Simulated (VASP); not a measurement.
Input of a VASP 6.6.1 run:

Contents of POSCAR:

```
CdSiN2
1.0
    3.0262828765      0.0000000000      0.0000000000
    0.0000000000      3.0262828765      0.0000000000
    0.0000000000      0.0000000000     10.1052886355
Cd N Si
2 4 2
Direct
    0.5000000000      0.0000000000      0.8616232094
    0.0000000000      0.5000000000      0.1383767906
    0.5000000000      0.5000000000      0.0000000000
    0.0000000000      0.0000000000      0.3247102099
    0.5000000000      0.5000000000      0.5000000000
    0.0000000000      0.0000000000      0.6752897901
    0.5000000000      0.0000000000      0.3956755403
    0.0000000000      0.5000000000      0.6043244597
```

Contents of INCAR.step1:

```
PREC = Accurate
ENCUT = 520
ISMEAR = -1
SIGMA = 0.02
LREAL = False
LASPH = True
NELM = 60
NBANDS = 36
GGA = PE
ALGO = Normal
EDIFF = 1E-4
LWAVE = True
LCHARG = False
```

File INCAR.step2:

```
PREC = Accurate
ENCUT = 520
EDIFF = 1E-6
ISMEAR = -1
SIGMA = 0.02
LREAL = False
LASPH = True
NELM = 60
ALGO = Normal
ISIF = 2
LWAVE = False
LCHARG = False
METAGGA = R2SCAN
LMIXTAU = True
NBANDS = 36
ISTART = 1
```

File KPOINTS:

```
Automatic mesh
0
Gamma
  8 8 2
```

Potentials or basis: VASP PAW PBE potentials, release 64 (Cd, N, Si).

Launch:

```sh
$ cat potpaw_PBE.64/Cd/POTCAR potpaw_PBE.64/N/POTCAR potpaw_PBE.64/Si/POTCAR > POTCAR
$ cp INCAR.step1 INCAR
$ mpirun -np 1 vasp_std > vasp.out
$ cp INCAR.step2 INCAR
$ mpirun -np 1 vasp_std > vasp.out
```

**Question.** What does it give for the band gap on the k mesh?

**Answer.** Zero (bands 26 and 27 overlap by 0.46 eV).

**Question.** What does it give for the pressure?

**Answer.** 13.9 GPa.

**Question.** Estimate the largest force.

**Answer.** 0.685 eV/Å.

Stress tensor (GPa, compression positive):
```
14.00  0.00  0.00
 0.00 14.00  0.00
 0.00  0.00 13.72
```

Caveat: the cell stands under pressure; the PAW data sets were made with another functional, which shifts forces and pressure a little.
